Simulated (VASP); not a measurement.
Here is a VASP 6.6.1 calculation.

Contents of INCAR:

```
PREC = Accurate
ENCUT = 520
EDIFF = 1E-7
ISMEAR = -1
SIGMA = 0.1
LREAL = False
LASPH = True
NELM = 80
ALGO = Normal
ISIF = 2
LWAVE = False
LCHARG = False
GGA = PS
NBANDS = 26
```

KPOINTS

```
regular mesh
0
Gamma
  6 6 6
```

Contents of POSCAR:

```
In2Au
1.0
    0.0000000000      3.2510000000      3.2510000000
    3.2510000000      0.0000000000      3.2510000000
    3.2510000000      3.2510000000      0.0000000000
In Au
2 1
Direct
    0.2500000000      0.2500000000      0.2500000000
    0.7500000000      0.7500000000      0.7500000000
    0.0076899416      0.0076899416     -0.0076899416
```

Potentials or basis: VASP PAW PBE potentials, release 64 (In_d, Au).

Launch:

```bash
$ cat potpaw_PBE.64/In_d/POTCAR potpaw_PBE.64/Au/POTCAR > POTCAR
$ mpirun -np 1 vasp_std > vasp.out
```

(1) Estimate the pressure.

(2) Estimate the largest force.

Answers

(1) 1.6 GPa.

(2) 0.313 eV/Å.

Caveat: the PAW data sets were made with another functional, which shifts forces and pressure a little.
